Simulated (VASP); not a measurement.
# SnTe (P4/mmm) in VASP: further runs

SnTe is run at these levels: PBE; tasks: single point, relaxation of cell and atoms.

All numbers are computed with VASP 6.6.1; they aren't measurements. Logs are shortened: lines on timing, memory, paths and dates and some standing lists are left out, and cuts for length are marked.

### Step 1. The cell of the first run

Symmetry: P4/mmm, No. 123, tetragonal system. The conventional cell has a = 4.135 Å, b = 4.135 Å, c = 3.468 Å, α = 90.00°, β = 90.00°, γ = 90.00°. Sn (site symmetry 4/mmm) has 8 Te at 3.40 Å and 6 Sn at 3.47 to 4.13 Å within 4.5 Å. Te (site symmetry 4/mmm) has 8 Sn at 3.40 Å and 6 Te at 3.47 to 4.13 Å within 4.5 Å.

The cell was generated, and may not be a known phase.

### Step 2. Single point, PBE

The input, INCAR:

```
SYSTEM = SnTe
PREC = Accurate
ENCUT = 520
EDIFF = 1E-6
ISMEAR = 0
SIGMA = 0.1
LREAL = .FALSE.
LASPH = .TRUE.
NELM = 60
ALGO = Normal
ISIF = 2
LWAVE = .FALSE.
LCHARG = .FALSE.
GGA = PE
NBANDS = 17
```

The input, KPOINTS:

```
Automatic mesh
0
G
  4 4 6
  0 0 0
```

The input, POSCAR:

```
SnTe
1.0
    4.1349974102      0.0000000000      0.0000000000
    0.0000000000      4.1349974102      0.0000000000
    0.0000000000      0.0000000000      3.4683069887
Sn Te
1 1
Direct
    0.5000000000      0.5000000000      0.5000000000
    0.0000000000      0.0000000000      0.0000000000
```

Potentials or basis: VASP PAW PBE potentials, release 64 (Sn_d, Te).

The run is started by

```bash
> cat potpaw_PBE.64/Sn_d/POTCAR potpaw_PBE.64/Te/POTCAR > POTCAR
> mpirun -np 1 vasp_std > vasp.out
```

OUTCAR:

```text
SYSTEM = SnTe
   PREC = Accurate
   ENCUT = 520
   EDIFF = 1E-6
   ISMEAR = 0
   LREAL = .FALSE.
   LASPH = .TRUE.
   NELM = 60
   ISIF = 2
   GGA = PE

 ion  position               nearest neighbor table
   1  0.500  0.500  0.500-   2 3.40   2 3.40   2 3.40   2 3.40   2 3.40   2 3.40   2 3.40   2 3.40

   2  0.000  0.000  0.000-   1 3.40   1 3.40   1 3.40   1 3.40   1 3.40   1 3.40   1 3.40   1 3.40

  LATTYP: Found a simple tetragonal cell.
 ALAT       =     4.1349974102
 C/A-ratio  =     0.8387688418

  Lattice vectors:

 A1 = (   4.1349974102,   0.0000000000,   0.0000000000)
 A2 = (   0.0000000000,   4.1349974102,   0.0000000000)
 A3 = (   0.0000000000,   0.0000000000,   3.4683069887)

Analysis of symmetry for initial positions (statically):
=====================================================================
 Subroutine PRICEL returns:
 Original cell was already a primitive cell.

 Routine SETGRP: Setting up the symmetry group for a
 simple tetragonal supercell.

 Subroutine GETGRP returns: Found 16 space group operations
 (whereof 16 operations were pure point group operations)
 out of a pool of 16 trial point group operations.

The static configuration has the point symmetry D_4h.

Analysis of symmetry for dynamics (positions and initial velocities):
=====================================================================
 Subroutine PRICEL returns:
 Original cell was already a primitive cell.

 Routine SETGRP: Setting up the symmetry group for a
 simple tetragonal supercell.

 Subroutine GETGRP returns: Found 16 space group operations
 (whereof 16 operations were pure point group operations)
 out of a pool of 16 trial point group operations.

The dynamic configuration has the point symmetry D_4h.

 Subroutine INISYM returns: Found 16 space group operations
 (whereof 16 operations are pure point group operations),
 and found     1 'primitive' translations

----------------------------------------------------------------------------------------

                                     Primitive cell

  volume of cell :      59.3018

  direct lattice vectors                    reciprocal lattice vectors
     4.134997410  0.000000000  0.000000000     0.241838120  0.000000000  0.000000000
     0.000000000  4.134997410  0.000000000     0.000000000  0.241838120  0.000000000
     0.000000000  0.000000000  3.468306989     0.000000000  0.000000000  0.288325112

  length of vectors
     4.134997410  4.134997410  3.468306989     0.241838120  0.241838120  0.288325112

[... 79 lines left out ...]
   EDIFF  = 0.1E-05   stopping-criterion for ELM
   LREAL  =      F    real-space projection
   EDIFFG = 0.1E-04   stopping-criterion for IOM
   NSW    =      0    number of steps for IOM
   IBRION =     -1    ionic relax: 0-MD 1-quasi-New 2-CG
   NFREE  =      0    steps in history (QN), initial steepest desc. (CG)
   ISIF   =      2    stress and relaxation
   ISYM   =      2    0-nonsym 1-usesym 2-fastsym
   POTIM  = 0.5000    time-step for ionic-motion
   TEBEG  =    0.0;   TEEND  =   0.0 temperature during run
   PSTRESS=    0.0 pullay stress
   NELECT =      20.0000    total number of electrons
   NUPDOWN=      -1.0000    fix difference up-down
   EMIN   =  10.00;   EMAX   =-10.00  energy-range for DOS
   EFERMI =   0.00;   METHOD = LEGACY
   ISMEAR =     0;   SIGMA  =   0.10  broadening in eV -4-tet -1-fermi 0-gaus
   EFERMI_NEDOS =   21; number of points for ismear=-14 and -15
   IALGO  =     38    algorithm
   IMIX   =      4    mixing-type and parameters
     AMIX     =   0.40;   BMIX     =  1.00
     AMIX_MAG =   1.60;   BMIX_MAG =  1.00
  volume/ion in A,a.u.               =      29.65       200.09
  Fermi-wavevector in a.u.,A,eV,Ry     =   1.139538  2.153415 17.667804  1.298547
  Thomas-Fermi vector in A             =   2.276241
   LORBIT       =      0    0 simple, 1 ext, 2 COOP (PROOUT), +10 PAW based schemes
   GGA     = PE    functional components
   LHFCALC =     F    Hartree Fock is set to
   AEXX    =    0.0000 exact exchange contribution
   IVDW    =     0    specifies the selected vdW correction
   LEPSILON=     F    determine dielectric tensor
   LRPA    =     F    only Hartree local field effects (RPA)
 non-spin polarized calculation
 Gauss-broadening in eV      SIGMA  =   0.10
  energy-cutoff  :      520.00
  volume of cell :       59.30
 maximum number of plane-waves:      1620
 NGX is ok and might be reduce to    32
   NGX = 15   NGY = 15   NGZ = 13

 number of electron      19.9999990 magnetization

 Free energy of the ion-electron system (eV)
  ---------------------------------------------------
  ext. energy  EPLUGINS =         0.00000000
  ---------------------------------------------------
  free energy    TOTEN  =        -7.08800314 eV

  energy without entropy =       -7.08514966  energy(sigma->0) =       -7.08657640

 E-fermi :   7.2058     XC(G=0):  -9.8857

 val. band max:        7.0634194866   @ k =   0.5000   0.0000   0.5000
 cond. band min:       7.2073826169   @ k =   0.2500   0.2500   0.5000
 fundamental gap:      0.1439631303
 Fermi energy:         7.2057793048

 k-point     1 :       0.0000    0.0000    0.0000
  band No.  band energies     occupation
      1     -14.5259      2.00000
      2     -14.4990      2.00000
      3     -14.4794      2.00000
      4     -14.4461      2.00000
      5     -14.4461      2.00000
      6      -5.3050      2.00000
[... 457 lines left out ...]
      4     -14.4682      2.00000
      5     -14.4076      2.00000
      6      -2.6265      2.00000
[... 9 lines left out ...]
     16      20.7466      0.00000
     17      20.7519      0.00000

------------------------ aborting loop because EDIFF is reached ----------------------------------------

  FORCE on cell =-STRESS in cart. coord.  units (eV):
  Direction    XX          YY          ZZ          XY          YZ          ZX
  --------------------------------------------------------------------------------------
  -------------------------------------------------------------------------------------
  Total       -0.0034005     -0.0034005     -0.0290019      0.0000000      0.0000000      0.0000000
  in kB       -0.0918718     -0.0918718     -0.7835535      0.0000000      0.0000000      0.0000000
  external PRESSURE =      -0.3224324 kB  Pullay stress =       0.0000000 kB

 VOLUME and BASIS-vectors are now :
 -----------------------------------------------------------------------------
  energy-cutoff  :      520.00
  volume of cell :       59.30
      direct lattice vectors                 reciprocal lattice vectors
     4.134997410  0.000000000  0.000000000     0.241838120  0.000000000  0.000000000
     0.000000000  4.134997410  0.000000000     0.000000000  0.241838120  0.000000000
     0.000000000  0.000000000  3.468306989     0.000000000  0.000000000  0.288325112

 POSITION                                       TOTAL-FORCE (eV/Angst)
 -----------------------------------------------------------------------------------
      2.06750      2.06750      1.73415         0.000000      0.000000      0.000000
      0.00000      0.00000      0.00000         0.000000      0.000000      0.000000
 -----------------------------------------------------------------------------------
    total drift:                                0.000000     -0.000000     -0.000000

  FREE ENERGIE OF THE ION-ELECTRON SYSTEM (eV)
  ---------------------------------------------------
  free  energy   TOTEN  =        -7.0880031441 eV

  energy  without entropy=       -7.0851496630  energy(sigma->0) =       -7.08657640
```

OSZICAR:

```text
N       E                     dE             d eps       ncg     rms          rms(c)
DAV:   1     0.123046786050E+03    0.12305E+03   -0.96057E+03   833   0.138E+03
DAV:   2     0.334180463835E+01   -0.11970E+03   -0.11644E+03   920   0.347E+02
DAV:   3    -0.686125436123E+01   -0.10203E+02   -0.10084E+02   963   0.858E+01
DAV:   4    -0.714788573907E+01   -0.28663E+00   -0.28644E+00  1015   0.145E+01
DAV:   5    -0.715697494598E+01   -0.90892E-02   -0.90885E-02  1150   0.264E+00    0.490E+00
DAV:   6    -0.709179262098E+01    0.65182E-01   -0.13754E-01  1095   0.254E+00    0.312E+00
DAV:   7    -0.708840041294E+01    0.33922E-02   -0.43794E-02  1028   0.109E+00    0.792E-01
DAV:   8    -0.708794578734E+01    0.45463E-03   -0.54865E-03  1044   0.583E-01    0.117E-01
DAV:   9    -0.708799442226E+01   -0.48635E-04   -0.37432E-04  1106   0.126E-01    0.367E-02
DAV:  10    -0.708800335173E+01   -0.89295E-05   -0.27734E-05  1012   0.342E-02    0.263E-02
DAV:  11    -0.708800366281E+01   -0.31108E-06   -0.11825E-05  1061   0.296E-02    0.130E-02
DAV:  12    -0.708800314411E+01    0.51871E-06   -0.14170E-06   622   0.973E-03
   1 F= -.70880031E+01 E0= -.70865764E+01  d E =-.285348E-02
```

stdout:

```text
POSCAR found type information on POSCAR SnTe
 POSCAR found :  2 types and       2 ions
 scaLAPACK will be used
 LDA part: xc-table for (Slater+PW92), standard interpolation
 POSCAR, INCAR and KPOINTS ok, starting setup
 FFT: planning ... GRIDC
 FFT: planning ... GRID_SOFT
 FFT: planning ... GRID
 WAVECAR not read
 entering main loop
```

Run time: 11 s. Hardware: 1 thread of Intel Xeon 6975P-C (Granite Rapids), shared host; peak memory 0.18 GiB.

Results:

```yaml
Free_energy: -7.0880 eV
Pressure: 0.0 GPa
Band_gap_on_the_k_mesh: zero (bands 10 and 11 overlap by 3.45 eV)
```

Levels at points of the mesh, in eV from the Fermi level:
| k point | band 8 | band 9 | band 10 | band 11 | band 12 | band 13 |
| --- | --- | --- | --- | --- | --- | --- |
| (0.00, 0.00, 0.00) | -2.63 | -2.63 | 0.13 | 2.90 | 4.66 | 4.66 |
| (0.50, 0.00, 0.00) | -1.23 | -0.18 | 0.14 | 0.95 | 1.12 | 4.08 |
| (0.50, 0.50, 0.00) | -5.10 | -5.10 | 1.45 | 4.95 | 4.99 | 4.99 |
| (0.00, 0.00, 0.50) | -1.22 | -0.94 | -0.55 | -0.55 | 1.80 | 1.80 |
| (0.50, 0.00, 0.50) | -5.00 | -4.59 | -0.14 | 2.58 | 2.84 | 3.07 |
| (0.50, 0.50, 0.50) | -3.75 | -2.56 | -2.56 | -2.00 | -1.02 | -1.02 |

Caveat: the k points lie up to 0.38 Å⁻¹ apart, too coarse for converged energies and pressures of a metal; spin-orbit coupling is left out, which moves the levels of the heavy elements.

[end of part 1 of 2]

The gap in the log of VASP goes by the Fermi energy; the results here count the filled bands.